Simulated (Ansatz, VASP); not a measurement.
**One calculation of P, two programs**

Contents of INCAR:

```
SYSTEM = P
PREC = Accurate
ENCUT = 500
EDIFF = 1E-6
ISMEAR = -1
SIGMA = 0.08
LREAL = .False.
LASPH = .True.
NELM = 120
ALGO = Normal
ISIF = 2
LWAVE = .False.
LCHARG = .False.
GGA = PE
NBANDS = 8
GGA_COMPAT = .False.
```

The input KPOINTS:

```
Automatic mesh
0
Gamma
  10 10 9
  0 0 0
```

POSCAR

```
P
1.0
    4.2729048574      0.0000000000      0.0000000000
    0.0000000000      4.2729048574      0.0000000000
    0.0000000000      0.0000000000      4.3780000000
P
1
Direct
    0.0000000000      0.0000000000      0.0000000000
```

Input for Ansatz:

```yaml
crystal:
  lattice:
    - [4.2729048574, 0.0, 0.0]
    - [0.0, 4.2729048574, 0.0]
    - [0.0, 0.0, 4.378]
  atoms:
    - { symbol: P, position: [0.0, 0.0, 0.0] }
kpoints:
  mp_grid: { grid: [10, 10, 9] }
  band_path:
    path:
      - [0.0, 0.0, 0.0]
      - [0.0, 0.5, 0.0]
      - [0.5, 0.5, 0.0]
      - [0.0, 0.0, 0.0]
      - [0.0, 0.0, 0.5]
      - [0.0, 0.5, 0.5]
      - [0.5, 0.5, 0.5]
      - [0.0, 0.0, 0.5]
      - [0.0, 0.5, 0.0]
    npoints: 5
scf:
  occupations: { method: fermi_dirac, width: 0.08 }
hamiltonian:
  xc: pbe
  pseudopotentials:
    kind: all_electron
    lapw: { basis_error: 0.00025 }
    relativity: none
output:
  forces: true
  stress: true
  eigenvalues: true
```

Alike in both runs: task single point; functional PBE; k mesh 10 × 10 × 9; occupations fermi-dirac, width 0.08 eV; no spin polarisation.

```csv
,VASP,Ansatz
version,VASP 6.6.1,Ansatz 0.2.0
potentials or method,"VASP PAW PBE potentials, release 64 (P), cutoff 500 eV","all-electron LAPW, non-relativistic"
```

```csv
,VASP,Ansatz,Ansatz less VASP
pressure (GPa),-3.5,-3.5,+0.01
"traceless stress, the component that is largest in VASP (GPa)",0.29,0.29,0.000
```

Ansatz ran all-electron here, and VASP with PAW potentials.
